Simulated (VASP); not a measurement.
Write the native input for VASP 6.6.1 that does the following.

| Property | Result |
| --- | --- |
| Task | single point |
| Functional | PBE |
| Potentials or basis | VASP PAW PBE potentials, release 64 (Mg, Ge_d, N) |
| Cutoff | 520 eV |
| k mesh | 6 × 6 × 6 |
| Occupations | gaussian, width 0.1 eV |
| Spin | no spin polarisation |
| Dipole correction | no |
| Further INCAR settings | ALGO = Normal; EDIFF = 1e-06; NBANDS = 34 |

The structure of Mg2Ge3N lies in POSCAR:

```
Mg2Ge3N
1.0
    2.6928020200      1.5546899700      4.2400667500
   -2.6928020200      1.5546899700      4.2400667500
    0.0000000000     -3.1093799400      4.2400667500
Mg Ge N
2 3 1
Direct
    0.6257190100      0.6257190100      0.6257190100
    0.3742809900      0.3742809900      0.3742809900
    0.0000000000      0.5000000000      0.0000000000
    0.5000000000      0.0000000000      0.0000000000
    0.0000000000      0.0000000000      0.5000000000
    0.0000000000      0.0000000000      0.0000000000
```

The cell was generated, and may not be a known phase.

The input as run:

INCAR

```
SYSTEM = Mg2Ge3N
PREC = Accurate
ENCUT = 520
EDIFF = 1E-6
ISMEAR = 0
SIGMA = 0.1
LREAL = .False.
LASPH = .True.
NELM = 60
ALGO = Normal
ISIF = 2
LWAVE = .False.
LCHARG = .False.
GGA = PE
NBANDS = 34
```

KPOINTS

```
Automatic mesh
0
Gamma
  6 6 6
  0 0 0
```

Potentials or basis: VASP PAW PBE potentials, release 64 (Mg, Ge_d, N).

Launch:

```console
$ cat potpaw_PBE.64/Mg/POTCAR potpaw_PBE.64/Ge_d/POTCAR potpaw_PBE.64/N/POTCAR > POTCAR
$ mpirun -np 1 vasp_std > vasp.out
```

It gave:

```json
{"Pressure": "-1.4 GPa", "Largest force": "0.044 eV/Å", "Band gap on the k mesh": "zero (an odd number of electrons rules out a gap without spin polarisation)"}
```

Caveat: the stress differs along the axes, from -7 to 1 GPa.

It took 100 s on 1 thread of Intel(R) Xeon(R) Platinum 8488C (Sapphire Rapids), with other jobs on the host, peak memory 0.28 GiB.
